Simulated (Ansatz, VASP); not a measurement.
# Two plane-wave programs on C

File INCAR:

```
SYSTEM = C
PREC = Accurate ; ENCUT = 600
EDIFF = 1E-6 ; ISMEAR = -1
SIGMA = 0.02 ; LREAL = .FALSE.
LASPH = .TRUE. ; NELM = 80
ALGO = Normal ; ISIF = 3
LWAVE = .FALSE. ; LCHARG = .FALSE.
GGA = CA ; IBRION = 2
NSW = 60 ; EDIFFG = -0.005
```

KPOINTS

```
Automatic mesh
0
G
  14 14 14
  0 0 0
```

The input POSCAR:

```
C
1.0
    0.0000000000      2.0103628793      2.0103628793
    2.0103628793      0.0000000000      2.0103628793
    2.0103628793      2.0103628793      0.0000000000
C
2
Direct
   -0.1250000000     -0.1250000000     -0.1250000000
    0.1250000000      0.1250000000      0.1250000000
```

Input for Ansatz:

```yaml
crystal:
  lattice:
    - [0.0, 2.0103628793, 2.0103628793]
    - [2.0103628793, 0.0, 2.0103628793]
    - [2.0103628793, 2.0103628793, 0.0]
  atoms:
    - { symbol: C, position: [-0.125, -0.125, -0.125] }
    - { symbol: C, position: [0.125, 0.125, 0.125] }
kpoints:
  mp_grid: { grid: [14, 14, 14] }
scf:
  occupations: { method: fermi_dirac, width: 0.02 }
hamiltonian:
  xc: lda
  pseudopotentials: { kind: paw }
output:
  forces: true
  stress: true
  write_density: true
  write_potential: true
  elf: true
  volumetric_format: npy
relax:
  f_tol: 0.005
  max_steps: 40
  cell: {}
```

Alike in both runs: task relaxation of cell and atoms; functional LDA; k mesh 14 × 14 × 14; occupations fermi-dirac, width 0.02 eV; no spin polarisation.

|  | VASP | Ansatz |
| --- | --- | --- |
| version | VASP 6.6.1 | Ansatz 0.2.0 |
| potentials or method | VASP PAW LDA potentials, release 64 (C) | PAW with Ansatz's default frozen-core files, scalar-relativistic |
| plane-wave cutoff (eV) | 600 | 420 |
| valence electrons in the cell | 8 | 8 |

Ansatz gave:

| Property | Result |
| --- | --- |
| gap on the k mesh at the Fermi level, each at its own relaxed structure (eV) | 4.17 |
| relaxed volume (Å³/atom) | 5.51 |
| relaxed length of the cell vector where the two differ most in proportion (Å) | 2.497 |

Which values does VASP return?

gap on the k mesh at the Fermi level, each at its own relaxed structure (eV): 4.17; relaxed volume (Å³/atom): 5.52; relaxed length of the cell vector where the two differ most in proportion (Å): 2.499.

LDA's correlation is that of Perdew and Zunger in VASP and of Perdew and Wang (1992) in Ansatz.

Noted on VASP's run: the volume moved by over 15 % at a fixed basis, so the end points are rough.
